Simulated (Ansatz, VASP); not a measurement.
**Two plane-wave programs on BaTiO3**

```
CELL_PARAMETERS angstrom
2.85747 1.58849 2.36644
-2.76087 1.58702 2.24967
0.04702 -3.30277 2.39765
ATOMIC_POSITIONS crystal
Ba 0.98160 0.01075 0.98783
Ti 0.48447 0.48799 0.50891
O 0.50410 0.48958 0.02087
O 0.02832 0.50172 0.50908
O 0.52178 0.02611 0.49975
```

Alike in both runs: task single point; functional PBEsol; dispersion D4; k mesh 4 × 4 × 4; no spin polarisation.

|  | VASP | Ansatz |
| --- | --- | --- |
| version | VASP 6.6.1 | Ansatz 0.2.0 |
| potentials or method | VASP PAW PBE potentials, release 64 (Ba_sv, Ti_sv, O), cutoff 520 eV | plane waves, PAW |
| occupations | gaussian, width 0.01 eV | fixed |
| valence electrons in the cell | 40 | 40 |

```tsv
	VASP	Ansatz	Ansatz less VASP
pressure (GPa)	0.6	-1.3	-1.92
traceless stress, the component that is largest in VASP (GPa)	4.88	4.75	-0.130
rms of the force components (eV/Å)	0.514	0.490	-0.0243
```

VASP's potentials were made for PBE, not for PBEsol. Atom by atom the forces differ by 0.043 eV/Å (rms over components). Ansatz's warnings: stress scf threshold loose.

Spin-orbit coupling is off throughout.
